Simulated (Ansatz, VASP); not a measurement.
**One calculation of EuO, two programs**

INCAR

```
SYSTEM = EuO
  ALGO = Normal
  EDIFF = 1E-6
  ENCUT = 600
  GGA = PS
  GGA_COMPAT = .False.
  ISIF = 2
  ISMEAR = 1
  ISPIN = 2
  LASPH = .True.
  LCHARG = .False.
  LDAU = .True.
  LDAUJ = 0 0
  LDAUL = 3 -1
  LDAUPRINT = 1
  LDAUTYPE = 2
  LDAUU = 2 0
  LMAXMIX = 6
  LORBIT = 11
  LREAL = .False.
  LWAVE = .False.
  MAGMOM = 7 0
  NBANDS = 22
  NELM = 200
  PREC = Accurate
  SIGMA = 0.05
```

The input KPOINTS:

```
k-points
0
Gamma
  7 7 7
  0 0 0
```

Contents of POSCAR:

```
EuO
1.0
    0.0000000000      2.5719500000      2.5719500000
    2.5719500000      0.0000000000      2.5719500000
    2.5719500000      2.5719500000      0.0000000000
Eu O
1 1
Direct
    0.0000000000      0.0000000000      0.0000000000
    0.5000000000      0.5000000000      0.5000000000
```

Input for Ansatz:

```yaml
crystal:
  lattice:
    - [0.0, 2.57195, 2.57195]
    - [2.57195, 0.0, 2.57195]
    - [2.57195, 2.57195, 0.0]
  atoms:
    - { symbol: Eu, position: [0.0, 0.0, 0.0] }
    - { symbol: O, position: [0.5, 0.5, 0.5] }
kpoints:
  mp_grid:
    grid: [7, 7, 7]
hamiltonian:
  xc: pbesol
  hubbard:
    - { species: Eu, l: f, u_eff: 2.0 }
magnetization:
  spin_polarized: true
  per_species:
    Eu: 7.0
scf:
  convergence:
    dr2_threshold: 1.0e-07
  occupations:
    method: methfessel_paxton
    width: 0.05
output:
  eigenvalues: true
```

Alike in both runs: task single point; functional PBEsol; k mesh 7 × 7 × 7; occupations methfessel-paxton of order 1, width 0.05 eV; collinear spin; Hubbard terms Eu f U = 2.0 eV.

|  | VASP | Ansatz |
| --- | --- | --- |
| version | VASP 6.6.1 | Ansatz 0.2.0 |
| potentials or method | VASP PAW PBE potentials, release 64 (Eu, O) | plane waves, PAW |
| plane-wave cutoff (eV) | 600 | 420 |
| valence electrons in the cell | 23 | 23 |

```csv
,VASP,Ansatz,Ansatz less VASP
gap on the k mesh at the Fermi level (eV),none,none,-
net moment per atom (μB),3.50,3.50,0.000
size of the moment on the site where the two differ most (μB),6.65,6.67,+0.020
```

VASP's potentials were made for PBE, not for PBEsol. Site moments also hang on the region over which each program counts them. The programs project onto different local orbitals, so the same U acts differently, and such runs can settle in different states. A gap of «none» marks a metal or a gap that the smearing closes. Ansatz's warnings: filled band counts differ across k points, stability check not made.

Neither program's run includes spin-orbit coupling.
